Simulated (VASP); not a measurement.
# HgF2O2H4 in VASP: notebook

HgF2O2H4 is run at these levels: PBE; tasks: single point.

Program: VASP 6.6.1. These are calculated values, not measurements. Logs are shortened: lines on timing, memory, paths and dates and some standing lists are left out, and cuts for length are marked.

### Step 1. The cell of the first run

The cell holds a molecule in a box, 9 atoms: a = 10.620 Å, b = 13.310 Å, c = 13.700 Å, α = 90.00°, β = 90.00°, γ = 90.00°.

### Step 2. Single point, PBE

INCAR reads:

```
SYSTEM = HgH4O2F2
ALGO     = Normal         ! electronic algorithm
EDIFF    = 1E-7           ! SCF threshold, eV
ENCUT    = 520            ! plane-wave cutoff, eV
GGA      = PE             ! functional
ISIF     = 2              ! what is computed and relaxed
ISMEAR   = 0              ! smearing method
LASPH    = .TRUE.         ! aspherical terms in the spheres
LCHARG   = .TRUE.         ! write CHGCAR
LELF     = .TRUE.         ! ELF
LREAL    = .FALSE.        ! projectors in reciprocal space
LVHAR    = .TRUE.       
LWAVE    = .FALSE.        ! write WAVECAR
NBANDS   = 31             ! bands
NELM     = 60             ! most SCF steps
PREC     = Accurate       ! precision mode
SIGMA    = 0.01           ! smearing width, eV
```

KPOINTS reads:

```
k-points
0
G
  1 1 1
  0 0 0
```

POSCAR reads:

```
HgH4O2F2
1.0
   10.6200000000      0.0000000000      0.0000000000
    0.0000000000     13.3100000000      0.0000000000
    0.0000000000      0.0000000000     13.7000000000
Hg F O H
1 2 2 4
Direct
    0.5715028200      0.4998662700      0.5000854000
    0.5766968000      0.6439316300      0.5400854000
    0.5766968000      0.3558009000      0.4600854000
    0.4237288100      0.3828542400      0.6115321200
    0.4237288100      0.6168782900      0.3886386900
    0.4673050800      0.3646281000      0.6717036500
    0.4620866300      0.3380916600      0.5622087600
    0.4620866300      0.6616408700      0.4379620400
    0.4673050800      0.6351044300      0.3284671500
```

Potentials or basis: VASP PAW PBE potentials, release 64 (Hg, F, O, H).

The run is started by

```sh
$ cat potpaw_PBE.64/Hg/POTCAR potpaw_PBE.64/F/POTCAR potpaw_PBE.64/O/POTCAR potpaw_PBE.64/H/POTCAR > POTCAR
$ mpirun -np 1 vasp_gam > vasp.out
```

OUTCAR:

```text
SYSTEM = HgH4O2F2
   EDIFF = 1E-7
   ENCUT = 520
   GGA = PE
   ISIF = 2
   ISMEAR = 0
   LASPH = .TRUE.
   LREAL = .FALSE.
   NELM = 60
   PREC = Accurate

 ion  position               nearest neighbor table
   1  0.572  0.500  0.500-   2 2.00   3 2.00   5 2.69   4 2.69
   2  0.577  0.644  0.540-   1 2.00
   3  0.577  0.356  0.460-   1 2.00
   4  0.424  0.383  0.612-   6 0.98   7 0.99   1 2.69
   5  0.424  0.617  0.389-   9 0.98   8 0.99   1 2.69
   6  0.467  0.365  0.672-   4 0.98
   7  0.462  0.338  0.562-   4 0.99
   8  0.462  0.662  0.438-   5 0.99
   9  0.467  0.635  0.328-   5 0.98

  LATTYP: Found a simple orthorhombic cell.
 ALAT       =    10.6200000000
 B/A-ratio  =     1.2532956685
 C/A-ratio  =     1.2900188324

  Lattice vectors:

 A1 = (  10.6200000000,   0.0000000000,   0.0000000000)
 A2 = (   0.0000000000,  13.3100000000,   0.0000000000)
 A3 = (   0.0000000000,   0.0000000000,  13.7000000000)

Analysis of symmetry for initial positions (statically):
=====================================================================
 Subroutine PRICEL returns:
 Original cell was already a primitive cell.

 Routine SETGRP: Setting up the symmetry group for a
 simple orthorhombic supercell.

 Subroutine GETGRP returns: Found  2 space group operations
 (whereof  1 operations were pure point group operations)
 out of a pool of  8 trial point group operations.

The static configuration has the point symmetry C_1 .
 The point group associated with its full space group is C_2 .

Analysis of symmetry for dynamics (positions and initial velocities):
=====================================================================
 Subroutine PRICEL returns:
 Original cell was already a primitive cell.

 Routine SETGRP: Setting up the symmetry group for a
 simple orthorhombic supercell.

 Subroutine GETGRP returns: Found  2 space group operations
 (whereof  1 operations were pure point group operations)
 out of a pool of  8 trial point group operations.

The dynamic configuration has the point symmetry C_1 .
 The point group associated with its full space group is C_2 .

 Subroutine INISYM returns: Found  2 space group operations
[... 88 lines left out ...]
   LREAL  =      F    real-space projection
   EDIFFG = 0.1E-05   stopping-criterion for IOM
   NSW    =      0    number of steps for IOM
   IBRION =     -1    ionic relax: 0-MD 1-quasi-New 2-CG
   NFREE  =      0    steps in history (QN), initial steepest desc. (CG)
   ISIF   =      2    stress and relaxation
   ISYM   =      2    0-nonsym 1-usesym 2-fastsym
   POTIM  = 0.5000    time-step for ionic-motion
   TEBEG  =    0.0;   TEEND  =   0.0 temperature during run
   PSTRESS=    0.0 pullay stress
   NELECT =      42.0000    total number of electrons
   NUPDOWN=      -1.0000    fix difference up-down
   EMIN   =  10.00;   EMAX   =-10.00  energy-range for DOS
   EFERMI =   0.00;   METHOD = LEGACY
   ISMEAR =     0;   SIGMA  =   0.01  broadening in eV -4-tet -1-fermi 0-gaus
   EFERMI_NEDOS =   21; number of points for ismear=-14 and -15
   IALGO  =     38    algorithm
   IMIX   =      4    mixing-type and parameters
     AMIX     =   0.40;   BMIX     =  1.00
     AMIX_MAG =   1.60;   BMIX_MAG =  1.00
  volume/ion in A,a.u.               =     215.17      1452.04
  Fermi-wavevector in a.u.,A,eV,Ry     =   0.456545  0.862745  2.835907  0.208433
  Thomas-Fermi vector in A             =   1.440773
   LORBIT       =      0    0 simple, 1 ext, 2 COOP (PROOUT), +10 PAW based schemes
   GGA     = PE    functional components
   LHFCALC =     F    Hartree Fock is set to
   AEXX    =    0.0000 exact exchange contribution
   IVDW    =     0    specifies the selected vdW correction
   LEPSILON=     F    determine dielectric tensor
   LRPA    =     F    only Hartree local field effects (RPA)
 non-spin polarized calculation
 Gauss-broadening in eV      SIGMA  =   0.01
  energy-cutoff  :      520.00
  volume of cell :     1936.53
 maximum number of plane-waves:     26075
 NGX is ok and might be reduce to    80
   NGX = 39   NGY = 49   NGZ = 51

 number of electron      41.9999999 magnetization

 Free energy of the ion-electron system (eV)
  ---------------------------------------------------
  ext. energy  EPLUGINS =         0.00000000
  ---------------------------------------------------
  free energy    TOTEN  =       -36.21562318 eV

  energy without entropy =      -36.21562318  energy(sigma->0) =      -36.21562318

 E-fermi :  -7.1328     XC(G=0):  -0.8496

 val. band max:       -7.1885984516   @ k =   0.0000   0.0000   0.0000
 cond. band min:      -3.2829536692   @ k =   0.0000   0.0000   0.0000
 fundamental gap:      3.9056447824
 Fermi energy:        -7.1328175050

 k-point     1 :       0.0000    0.0000    0.0000
  band No.  band energies     occupation
      1     -27.8638      2.00000
      2     -27.6161      2.00000
      3     -25.5115      2.00000
      4     -25.5082      2.00000
      5     -13.3576      2.00000
      6     -13.3549      2.00000
[... 23 lines left out ...]
     30       0.9223      0.00000
     31       1.3382      0.00000

------------------------ aborting loop because EDIFF is reached ----------------------------------------

  FORCE on cell =-STRESS in cart. coord.  units (eV):
  Direction    XX          YY          ZZ          XY          YZ          ZX
  --------------------------------------------------------------------------------------
  -------------------------------------------------------------------------------------
  Total       -0.1799233      1.0108101      0.3059846      0.0000000      0.0928998      0.0000000
  in kB       -0.1488589      0.8362902      0.2531553      0.0000000      0.0768603      0.0000000
  external PRESSURE =       0.3135289 kB  Pullay stress =       0.0000000 kB

 VOLUME and BASIS-vectors are now :
 -----------------------------------------------------------------------------
  energy-cutoff  :      520.00
  volume of cell :     1936.53
      direct lattice vectors                 reciprocal lattice vectors
    10.620000000  0.000000000  0.000000000     0.094161959  0.000000000  0.000000000
     0.000000000 13.310000000  0.000000000     0.000000000  0.075131480  0.000000000
     0.000000000  0.000000000 13.700000000     0.000000000  0.000000000  0.072992701

 POSITION                                       TOTAL-FORCE (eV/Angst)
 -----------------------------------------------------------------------------------
      6.06936      6.65322      6.85117        -0.027599      0.000000      0.000000
      6.12452      8.57073      7.39917         0.111145      0.282962      0.162700
      6.12452      4.73571      6.30317         0.111145     -0.282962     -0.162700
      4.50000      5.09579      8.37799         0.204278     -0.232077      0.101203
      4.50000      8.21065      5.32435         0.204278      0.232077     -0.101203
      4.96278      4.85320      9.20234        -0.157065      0.076518     -0.013790
      4.90736      4.50000      7.70226        -0.144559      0.071811      0.059395
      4.90736      8.80644      6.00008        -0.144559     -0.071811     -0.059395
      4.96278      8.45324      4.50000        -0.157065     -0.076518      0.013790
 -----------------------------------------------------------------------------------
    total drift:                                0.000117      0.000483     -0.000192

  FREE ENERGIE OF THE ION-ELECTRON SYSTEM (eV)
  ---------------------------------------------------
  free  energy   TOTEN  =       -36.2156231818 eV

  energy  without entropy=      -36.2156231818  energy(sigma->0) =      -36.21562318
```

OSZICAR:

```text
N       E                     dE             d eps       ncg     rms          rms(c)
DAV:   1     0.433740769278E+03    0.43374E+03   -0.12566E+04    78   0.867E+02
DAV:   2     0.122429301882E+03   -0.31131E+03   -0.29310E+03   100   0.169E+02
DAV:   3    -0.296885224260E+02   -0.15212E+03   -0.15080E+03    84   0.125E+02
[... 21 lines left out ...]
DAV:  25    -0.362156222680E+02   -0.12239E-05   -0.23140E-08    60   0.552E-04    0.312E-04
DAV:  26    -0.362156228421E+02   -0.57412E-06   -0.63324E-09    53   0.399E-04    0.715E-05
DAV:  27    -0.362156230193E+02   -0.17720E-06    0.26163E-09    61   0.208E-04    0.417E-05
DAV:  28    -0.362156231348E+02   -0.11550E-06    0.47893E-09    46   0.157E-04    0.285E-05
DAV:  29    -0.362156231818E+02   -0.47024E-07    0.58534E-09    61   0.985E-05
   1 F= -.36215623E+02 E0= -.36215623E+02  d E =-.173098E-15
```

stdout:

```text
POSCAR found type information on POSCAR HgF O H
 POSCAR found :  4 types and       9 ions
 scaLAPACK will be used
 LDA part: xc-table for (Slater+PW92), standard interpolation
 POSCAR, INCAR and KPOINTS ok, starting setup
 FFT: planning ... GRIDC
 FFT: planning ... GRID_SOFT
 FFT: planning ... GRID
 WAVECAR not read
 entering main loop
```

Wall time 5.5 min (1 thread of Intel Xeon Platinum 8259CL at 2.50GHz (Skylake/Cascade Lake), shared host); peak memory 1.5 GiB.

Results:

```yaml
Free_energy: -36.2156 eV
Largest_force: 0.345 eV/Å
Gap_between_the_frontier_levels: 3.91 eV
```

Forces on the atoms (eV/Å):
```
Hg  -0.028  0.000  0.000
F    0.111  0.283  0.163
F    0.111 -0.283 -0.163
O    0.204 -0.232  0.101
O    0.204  0.232 -0.101
H   -0.157  0.077 -0.014
H   -0.145  0.072  0.059
H   -0.145 -0.072 -0.059
H   -0.157 -0.077  0.014
```

Caveat: spin-orbit coupling is left out, which moves the levels of the heavy elements.

### Step 3. Single point, PBE, non-collinear spin, zero start, spin-orbit coupling

INCAR reads:

```
PREC = Accurate
ENCUT = 520
EDIFF = 1E-7
ISMEAR = 0
SIGMA = 0.01
LREAL = False
LASPH = True
NELM = 150
ALGO = Normal
ISIF = 2
LWAVE = False
LCHARG = True
LNONCOLLINEAR = True
MAGMOM = 0 0 0 0 0 0 0 0 0 0 0 0 0 0 0 0 0 0 0 0 0 0 0 0 0 0 0
LORBIT = 11
LSORBIT = True
GGA_COMPAT = False
LORBMOM = True
GGA = PE
LVHAR = True
NBANDS = 61
```

KPOINTS reads:

```
regular mesh
0
Gamma
  1 1 1
```

POSCAR is that of step 2.

Potentials or basis: VASP PAW PBE potentials, release 64 (Hg, F, O, H).

The run is started by

```sh
$ cat potpaw_PBE.64/Hg/POTCAR potpaw_PBE.64/F/POTCAR potpaw_PBE.64/O/POTCAR potpaw_PBE.64/H/POTCAR > POTCAR
$ mpirun -np 1 vasp_ncl > vasp.out
```

OUTCAR:

```text
PREC = Accurate
   ENCUT = 520
   EDIFF = 1E-7
   ISMEAR = 0
   LREAL = False
   LASPH = True
   NELM = 150
   ISIF = 2
   LNONCOLLINEAR = True
   LORBIT = 11
   LSORBIT = True
   GGA = PE

 ion  position               nearest neighbor table
   1  0.572  0.500  0.500-   2 2.00   3 2.00   5 2.69   4 2.69
   2  0.577  0.644  0.540-   1 2.00
   3  0.577  0.356  0.460-   1 2.00
   4  0.424  0.383  0.612-   6 0.98   7 0.99   1 2.69
   5  0.424  0.617  0.389-   9 0.98   8 0.99   1 2.69
   6  0.467  0.365  0.672-   4 0.98
   7  0.462  0.338  0.562-   4 0.99
   8  0.462  0.662  0.438-   5 0.99
[... 543 lines left out ...]
    6        0.621   0.118   0.000   0.739
    7        0.594   0.118   0.000   0.712
    8        0.594   0.118   0.000   0.712
    9        0.621   0.118   0.000   0.739
--------------------------------------------------
tot          9.717  16.524   9.402  35.643

 magnetization (x)

# of ion       s       p       d       tot
------------------------------------------
    1       -0.000  -0.000  -0.000  -0.000
    2        0.000   0.000   0.000   0.000
    3        0.000   0.000   0.000   0.000
    4       -0.000   0.000   0.000   0.000
    5       -0.000   0.000   0.000   0.000
    6        0.000  -0.000   0.000   0.000
    7       -0.000   0.000   0.000  -0.000
    8       -0.000   0.000   0.000  -0.000
    9        0.000  -0.000   0.000   0.000
--------------------------------------------------
tot         -0.000   0.000  -0.000  -0.000

 magnetization (y)

# of ion       s       p       d       tot
------------------------------------------
    1        0.000   0.000   0.000   0.000
    2       -0.000  -0.000   0.000  -0.000
    3        0.000   0.000   0.000   0.000
    4        0.000   0.000   0.000   0.000
    5       -0.000  -0.000   0.000  -0.000
    6        0.000   0.000   0.000   0.000
    7        0.000   0.000   0.000   0.000
    8       -0.000  -0.000   0.000  -0.000
    9       -0.000  -0.000   0.000  -0.000
--------------------------------------------------
tot          0.000   0.000   0.000   0.000

 magnetization (z)

# of ion       s       p       d       tot
------------------------------------------
    1        0.000   0.000   0.000   0.000
    2       -0.000  -0.000   0.000  -0.000
    3        0.000   0.000   0.000   0.000
    4       -0.000  -0.000   0.000  -0.000
    5        0.000   0.000   0.000   0.000
    6       -0.000  -0.000   0.000  -0.000
    7        0.000  -0.000   0.000   0.000
    8       -0.000   0.000   0.000  -0.000
    9        0.000   0.000   0.000   0.000
--------------------------------------------------
tot          0.000  -0.000   0.000  -0.000
```

Run time: 34 min. Hardware: 1 thread of Intel Xeon Platinum 8259CL at 2.50GHz (Skylake/Cascade Lake), shared host; peak memory 4.8 GiB.

What came out:

| Item | Value |
| --- | --- |
| Free energy | -36.4727 eV |
| Largest force | 0.325 eV/Å |
| Net moment | 0.00 μB per cell |
| Valence electrons inside the program's atomic spheres | Hg 10.36; F 6.03; O 5.16; H 0.74, 0.71 (each value once) |

Forces in eV/Å, atoms in the order of the input:
```
Hg  -0.027  0.000  0.000
F    0.111  0.215  0.145
F    0.111 -0.215 -0.145
O    0.204 -0.233  0.097
O    0.204  0.233 -0.097
H   -0.155  0.078 -0.013
H   -0.147  0.073  0.062
H   -0.147 -0.073 -0.062
H   -0.155 -0.078  0.013
```

Moments on the atoms (μB; x, y, z):
```
Hg  0.00 0.00 0.00
F   0.00 0.00 0.00
F   0.00 0.00 0.00
O   0.00 0.00 0.00
O   0.00 0.00 0.00
H   0.00 0.00 0.00
H   0.00 0.00 0.00
H   0.00 0.00 0.00
H   0.00 0.00 0.00
```
